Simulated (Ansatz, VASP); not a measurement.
# ZnS in VASP and in Ansatz

```
CELL_PARAMETERS angstrom
0.00000 2.80321 2.80321
2.80321 0.00000 2.80321
2.80321 2.80321 0.00000
ATOMIC_POSITIONS crystal
Zn 0.00000 0.00000 0.00000
S 0.75000 0.75000 0.75000
```

Change from the starting cell: strain +0.030 along x and y, +0.030 along z, atoms carried along.

Alike in both runs: task single point; functional PBE; k mesh 8 × 8 × 8; occupations gaussian, width 0.05 eV; no spin polarisation.

|  | VASP | Ansatz |
| --- | --- | --- |
| version | VASP 6.6.1 | Ansatz 0.2.0 |
| potentials or method | VASP PAW PBE potentials, release 64 (Zn, S), cutoff 520 eV | scalar-relativistic, plane waves, PAW |
| valence electrons in the cell | 18 | 18 |

```tsv
	VASP	Ansatz	Ansatz less VASP
gap on the k mesh at the Fermi level (eV)	1.65	1.64	-0.001
least direct gap on the mesh (eV)	1.65	1.64	-0.001
pressure (GPa)	-4.9	-5.0	-0.11
```

The functional is the same, so the differences come from potentials, cutoffs and numerics.
